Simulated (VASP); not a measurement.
# SiC in VASP: a series of runs

Runs on SiC. Level: PBE. Tasks: electric field gradients.

Program: VASP 6.6.1. These are calculated values, not measurements. Logs are shortened: lines on timing, memory, paths and dates and some standing lists are left out, and cuts for length are marked.

### Step 1. The cell of the first run

The structure is cubic, space group F-43m (No. 216). Conventional cell: a = 4.348 Å, b = 4.348 Å, c = 4.348 Å, α = 90.00°, β = 90.00°, γ = 90.00°. Si (site symmetry -43m) has 4 C at 1.88 Å within 2.5 Å. C (site symmetry -43m) has 4 Si at 1.88 Å within 2.5 Å.

### Step 2. Electric field gradients, PBE

File INCAR:

```
  ALGO = Normal
  EDIFF = 1E-8
  ENCUT = 520
  GGA = PE
  ISIF = 2
  ISMEAR = -1
  LASPH = True
  LCHARG = False
  LEFG = True
  LREAL = False
  LWAVE = False
  NBANDS = 11
  NELM = 60
  PREC = Accurate
  SIGMA = 0.05
```

File KPOINTS:

```
k-points
0
Gamma
  22 22 22
```

File POSCAR:

```
SiC
1.0
    0.0000000000      2.1740000000      2.1740000000
    2.1740000000      0.0000000000      2.1740000000
    2.1740000000      2.1740000000      0.0000000000
Si C
1 1
Direct
    0.0000000000      0.0000000000      0.0000000000
    0.7500000000      0.7500000000      0.7500000000
```

Potentials or basis: VASP PAW PBE potentials, release 64 (Si, C).

Command:

```bash
> cat potpaw_PBE.64/Si/POTCAR potpaw_PBE.64/C/POTCAR > POTCAR
> mpirun -np 1 vasp_std > vasp.out
```

OUTCAR:

```text
EDIFF = 1E-8
   ENCUT = 520
   GGA = PE
   ISIF = 2
   ISMEAR = -1
   LASPH = True
   LREAL = False
   NELM = 60
   PREC = Accurate

 ion  position               nearest neighbor table
   1  0.000  0.000  0.000-   2 1.88   2 1.88   2 1.88   2 1.88
   2  0.750  0.750  0.750-   1 1.88   1 1.88   1 1.88   1 1.88

  LATTYP: Found a face centered cubic cell.
 ALAT       =     4.3480000000

  Lattice vectors:

 A1 = (   0.0000000000,   2.1740000000,   2.1740000000)
 A2 = (   2.1740000000,   0.0000000000,   2.1740000000)
 A3 = (   2.1740000000,   2.1740000000,   0.0000000000)

Analysis of symmetry for initial positions (statically):
=====================================================================
 Subroutine PRICEL returns:
 Original cell was already a primitive cell.

 Routine SETGRP: Setting up the symmetry group for a
 face centered cubic supercell.

 Subroutine GETGRP returns: Found 24 space group operations
 (whereof 24 operations were pure point group operations)
 out of a pool of 48 trial point group operations.

The static configuration has the point symmetry T_d .

Analysis of symmetry for dynamics (positions and initial velocities):
=====================================================================
 Subroutine PRICEL returns:
 Original cell was already a primitive cell.

 Routine SETGRP: Setting up the symmetry group for a
 face centered cubic supercell.

 Subroutine GETGRP returns: Found 24 space group operations
 (whereof 24 operations were pure point group operations)
 out of a pool of 48 trial point group operations.

The dynamic configuration has the point symmetry T_d .

 Subroutine INISYM returns: Found 24 space group operations
 (whereof 24 operations are pure point group operations),
 and found     1 'primitive' translations

----------------------------------------------------------------------------------------

                                     Primitive cell

  volume of cell :      20.5498

  direct lattice vectors                    reciprocal lattice vectors
     0.000000000  2.174000000  2.174000000    -0.229990800  0.229990800  0.229990800
     2.174000000  0.000000000  2.174000000     0.229990800 -0.229990800  0.229990800
     2.174000000  2.174000000  0.000000000     0.229990800  0.229990800 -0.229990800

  length of vectors
     3.074500285  3.074500285  3.074500285     0.398355752  0.398355752  0.398355752

  position of ions in fractional coordinates (direct lattice)
     0.000000000  0.000000000  0.000000000
     0.750000000  0.750000000  0.750000000

  ion indices of the primitive-cell ions
   primitive index   ion index
                 1           1
                 2           2

----------------------------------------------------------------------------------------

 KPOINTS: k-points

Automatic generation of k-mesh.
 Grid dimensions read from file:
 generate k-points for:   22   22   22

 Generating k-lattice:

  Cartesian coordinates                     Fractional coordinates (reciprocal lattice)
    -0.010454127  0.010454127  0.010454127     0.045454545  0.000000000  0.000000000
     0.010454127 -0.010454127  0.010454127     0.000000000  0.045454545  0.000000000
     0.010454127  0.010454127 -0.010454127     0.000000000  0.000000000  0.045454545

  Length of vectors
     0.018107080  0.018107080  0.018107080

  Shift w.r.t. Gamma in fractional coordinates (k-lattice)
     0.000000000  0.000000000  0.000000000

 Subroutine IBZKPT returns following result:
 ===========================================

 Found    328 irreducible k-points:

 Following reciprocal coordinates:
            Coordinates               Weight
  0.000000  0.000000  0.000000      1.000000
  0.045455  0.000000  0.000000      8.000000
  0.090909  0.000000  0.000000      8.000000
  0.136364  0.000000  0.000000      8.000000
  0.181818  0.000000  0.000000      8.000000
  0.227273  0.000000  0.000000      8.000000
[... 16 lines left out ...]
  0.500000  0.045455  0.000000     24.000000
 -0.454545  0.045455  0.000000     24.000000
 [... further k-points ...]
   k-points           NKPTS =    328   k-points in BZ     NKDIM =    328   number of bands    NBANDS=     11
   number of dos      NEDOS =    301   number of ions     NIONS =      2
   total plane-waves  NPLWV =  13824
   dimension x,y,z NGX =    24 NGY =   24 NGZ =   24
   dimension x,y,z NGXF=    48 NGYF=   48 NGZF=   48
   ions per type =               1   1
   NGX,Y,Z   is equivalent  to a cutoff of  12.98, 12.98, 12.98 a.u.
   NGXF,Y,Z  is equivalent  to a cutoff of  25.95, 25.95, 25.95 a.u.
 SYSTEM =  unknown system
   PREC   = accura    normal or accurate (medium, high low for compatibility)
   ISTART =      0    job   : 0-new  1-cont  2-samecut
   ICHARG =      2    charge: 1-file 2-atom 10-const
   ISPIN  =      1    spin polarized calculation?
   LNONCOLLINEAR =      F non collinear calculations
   LSORBIT =      F    spin-orbit coupling
   LASPH  =      T    aspherical Exc in radial PAW
   ENCUT  =  520.0 eV  38.22 Ry    6.18 a.u.   5.72  5.72  5.72*2*pi/ulx,y,z
   NELM   =     60;   NELMIN=  2; NELMDL= -5     # of ELM steps
   EDIFF  = 0.1E-07   stopping-criterion for ELM
   LREAL  =      F    real-space projection
   EDIFFG = 0.1E-06   stopping-criterion for IOM
   NSW    =      0    number of steps for IOM
   IBRION =     -1    ionic relax: 0-MD 1-quasi-New 2-CG
   NFREE  =      0    steps in history (QN), initial steepest desc. (CG)
   ISIF   =      2    stress and relaxation
   ISYM   =      2    0-nonsym 1-usesym 2-fastsym
   POTIM  = 0.5000    time-step for ionic-motion
   TEBEG  =    0.0;   TEEND  =   0.0 temperature during run
   PSTRESS=    0.0 pullay stress
   NELECT =       8.0000    total number of electrons
   NUPDOWN=      -1.0000    fix difference up-down
   EMIN   =  10.00;   EMAX   =-10.00  energy-range for DOS
   EFERMI =   0.00;   METHOD = LEGACY
   ISMEAR =    -1;   SIGMA  =   0.05  broadening in eV -4-tet -1-fermi 0-gaus
   EFERMI_NEDOS =   21; number of points for ismear=-14 and -15
   IALGO  =     38    algorithm
   IMIX   =      4    mixing-type and parameters
     AMIX     =   0.40;   BMIX     =  1.00
     AMIX_MAG =   1.60;   BMIX_MAG =  1.00
  volume/ion in A,a.u.               =      10.27        69.34
  Fermi-wavevector in a.u.,A,eV,Ry     =   1.195369  2.258920 19.441458  1.428907
  Thomas-Fermi vector in A             =   2.331336
   LORBIT       =      0    0 simple, 1 ext, 2 COOP (PROOUT), +10 PAW based schemes
   GGA     = PE    functional components
   LHFCALC =     F    Hartree Fock is set to
   AEXX    =    0.0000 exact exchange contribution
   IVDW    =     0    specifies the selected vdW correction
   LEPSILON=     F    determine dielectric tensor
   LRPA    =     F    only Hartree local field effects (RPA)
 non-spin polarized calculation
  energy-cutoff  :      520.00
  volume of cell :       20.55
 maximum number of plane-waves:       568
   NGX = 11   NGY = 11   NGZ = 11

 number of electron       8.0000001 magnetization

 Free energy of the ion-electron system (eV)
  ---------------------------------------------------
  ext. energy  EPLUGINS =         0.00000000
  ---------------------------------------------------
  free energy    TOTEN  =       -15.05428463 eV

  energy without entropy =      -15.05428463  energy(sigma->0) =      -15.05428463

 E-fermi :   8.9158     XC(G=0): -11.3864

 val. band max:        8.1843120836   @ k =   0.0000   0.0000   0.0000
 cond. band min:       9.5349472052   @ k =   0.5000   0.5000   0.0000
 fundamental gap:      1.3506351217
 Fermi energy:         8.9158382373

 k-point     1 :       0.0000    0.0000    0.0000
  band No.  band energies     occupation
      1      -7.2731      2.00000
      2       8.1843      2.00000
      3       8.1843      2.00000
      4       8.1843      2.00000
      5      14.4992      0.00000
      6      15.5399      0.00000
      7      15.5399      0.00000
      8      15.5399      0.00000
      9      22.7314      0.00000
     10      22.7314      0.00000
     11      24.7726      0.00000

 k-point     2 :       0.0455    0.0000    0.0000
  band No.  band energies     occupation
      1      -7.2324      2.00000
      2       7.9531      2.00000
      3       8.1550      2.00000
      4       8.1550      2.00000
      5      14.6040      0.00000
      6      15.5639      0.00000
      7      15.5958      0.00000
      8      15.5958      0.00000
      9      22.4434      0.00000
     10      22.4434      0.00000
     11      24.7968      0.00000

 k-point     3 :       0.0909    0.0000    0.0000
  band No.  band energies     occupation
      1      -7.1107      2.00000
      2       7.3330      2.00000
      3       8.0723      2.00000
      4       8.0723      2.00000
      5      14.7439      0.00000
      6      15.7465      0.00000
      7      15.7465      0.00000
      8      15.7508      0.00000
      9      21.8889      0.00000
     10      21.8889      0.00000
     11      24.6026      0.00000

 k-point     4 :       0.1364    0.0000    0.0000
  band No.  band energies     occupation
      1      -6.9090      2.00000
      2       6.4661      2.00000
      3       7.9497      2.00000
      4       7.9497      2.00000
      5      14.6953      0.00000
      6      15.9417      0.00000
      7      15.9417      0.00000
      8      16.2147      0.00000
      9      21.3991      0.00000
     10      21.3991      0.00000
     11      24.1916      0.00000
[... 239 lines left out ...]
 k-point    22 :       0.4545    0.0455    0.0000
  band No.  band energies     occupation
      1      -3.9678      2.00000
      2       0.0781      2.00000
      3       7.0347      2.00000
      4       7.0464      2.00000
      5      13.8193      0.00000
      6      15.2917      0.00000
      7      15.6841      0.00000
      8      18.4693      0.00000
      9      23.6941      0.00000
     10      24.7677      0.00000
     11      25.2482      0.00000

 k-point    23 :       0.5000    0.0455    0.0000
  band No.  band energies     occupation
      1      -3.6733      2.00000
      2      -0.3249      2.00000
      3       6.9589      2.00000
      4       7.0664      2.00000
      5      13.7959      0.00000
      6      15.2656      0.00000
      7      15.5762      0.00000
      8      18.4922      0.00000
      9      24.2384      0.00000
     10      25.2647      0.00000
     11      25.4910      0.00000

 k-point    24 :      -0.4545    0.0455    0.0000
  band No.  band energies     occupation
      1      -3.7380      2.00000
      2      -0.2384      2.00000
      3       6.9161      2.00000
      4       7.1203      2.00000
      5      13.8092      0.00000
      6      15.3177      0.00000
      7      15.5384      0.00000
      8      18.4939      0.00000
      9      24.2946      0.00000
     10      24.8296      0.00000
     11      25.5383      0.00000

 [... further k-points ...]
[... 5 lines left out ...]
  --------------------------------------------------------------------------------------
  -------------------------------------------------------------------------------------
  Total        0.6130152      0.6130152      0.6130152      0.0000000     -0.0000000     -0.0000000
  in kB       47.7939829     47.7939829     47.7939829      0.0000000     -0.0000000     -0.0000000
  external PRESSURE =      47.7939829 kB  Pullay stress =       0.0000000 kB

 VOLUME and BASIS-vectors are now :
 -----------------------------------------------------------------------------
  energy-cutoff  :      520.00
  volume of cell :       20.55
      direct lattice vectors                 reciprocal lattice vectors
     0.000000000  2.174000000  2.174000000    -0.229990800  0.229990800  0.229990800
     2.174000000  0.000000000  2.174000000     0.229990800 -0.229990800  0.229990800
     2.174000000  2.174000000  0.000000000     0.229990800  0.229990800 -0.229990800

 POSITION                                       TOTAL-FORCE (eV/Angst)
 -----------------------------------------------------------------------------------
      0.00000      0.00000      0.00000        -0.000000     -0.000000     -0.000000
      3.26100      3.26100      3.26100         0.000000      0.000000      0.000000
 -----------------------------------------------------------------------------------
    total drift:                               -0.000000     -0.000000     -0.000000

  FREE ENERGIE OF THE ION-ELECTRON SYSTEM (eV)
  ---------------------------------------------------
  free  energy   TOTEN  =       -15.0542846345 eV

  energy  without entropy=      -15.0542846285  energy(sigma->0) =      -15.05428463

 Electric field gradients (V/A^2)
---------------------------------------------------------------------
 ion       V_xx      V_yy      V_zz      V_xy      V_xz      V_yz
---------------------------------------------------------------------
   1       0.000    -0.000    -0.000     0.000     0.000     0.000
   2       0.000     0.000    -0.000     0.000     0.000     0.000
---------------------------------------------------------------------

 Electric field gradients after diagonalization (V/A^2)
 (convention: |V_zz| > |V_xx| > |V_yy|)
----------------------------------------------------------------------
 ion       V_xx      V_yy      V_zz     asymmetry (V_yy - V_xx)/ V_zz
----------------------------------------------------------------------
   1      -0.000    -0.000     0.000       0.000
   2      -0.000    -0.000     0.000       0.000
----------------------------------------------------------------------

           NMR quadrupolar parameters

 Cq : quadrupolar parameter    Cq=e*Q*V_zz/h
 eta: asymmetry parameters     (V_yy - V_xx)/ V_zz
 Q  : nuclear electric quadrupole moment in mb (millibarn)
----------------------------------------------------------------------
 ion       Cq(MHz)       eta       Q (mb)
----------------------------------------------------------------------
   1       0.000       0.000       1.000
   2       0.000       0.000       1.000
----------------------------------------------------------------------
```

Wall time 38 s (1 thread of AMD EPYC 9R45 (Zen 5), shared host); peak memory 0.16 GiB.

Results:

* Free energy: -15.0543 eV
* Pressure: 4.8 GPa
* Band gap on the k mesh: 1.35 eV (least direct gap 4.55 eV)
* Largest electric field gradient by atom: zero within the noise of the run

Levels at points of the mesh, in eV from the valence-band top:
| k point | band 1 | band 2 | band 3 | band 4 | band 5 | band 6 | band 7 | band 8 |
| --- | --- | --- | --- | --- | --- | --- | --- | --- |
| (0.00, 0.00, 0.00) | -15.46 | 0.00 | 0.00 | 0.00 | 6.31 | 7.36 | 7.36 | 7.36 |
| (0.50, 0.00, 0.00) | -11.87 | -8.57 | -1.05 | -1.05 | 5.50 | 7.26 | 7.26 | 10.09 |
| (0.50, 0.50, 0.00) | -10.41 | -7.82 | -3.20 | -3.20 | 1.35 | 4.35 | 14.12 | 14.12 |

Caveat: the cell stands under pressure. A k mesh can miss the band edges.

[end of part 1 of 3]
